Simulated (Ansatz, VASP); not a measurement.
**One calculation of Re, two programs**

```
Re
1.0
     2.76832    0.00000    0.00000
     0.00000    3.91500    0.00000
     0.00000    0.00000   17.38420
Re
2
Direct
  0.25000 0.25000 0.46019
  0.75000 0.75000 0.53981
```

Alike in both runs: task single point; functional PBE; k mesh 15 × 11 × 1; occupations fermi-dirac, width 0.08 eV; no spin polarisation.

|  | VASP | Ansatz |
| --- | --- | --- |
| version | VASP 6.6.1 | Ansatz 0.2.0 |
| potentials or method | VASP PAW PBE potentials, release 64 (Re) | PAW with Ansatz's default frozen-core files, scalar-relativistic |
| plane-wave cutoff (eV) | 520 | 420 |
| valence electrons in the cell | 14 | 30 |

```tsv
	VASP	Ansatz	Ansatz less VASP
rms of the force components (eV/Å)	2.061	2.029	-0.0321
```

Atom by atom the forces differ by 0.032 eV/Å (rms over components). VASP's potentials hold 14 valence electrons a cell and Ansatz's 30, so a difference there can come from the potentials and not from the codes.

Neither program's run includes spin-orbit coupling.
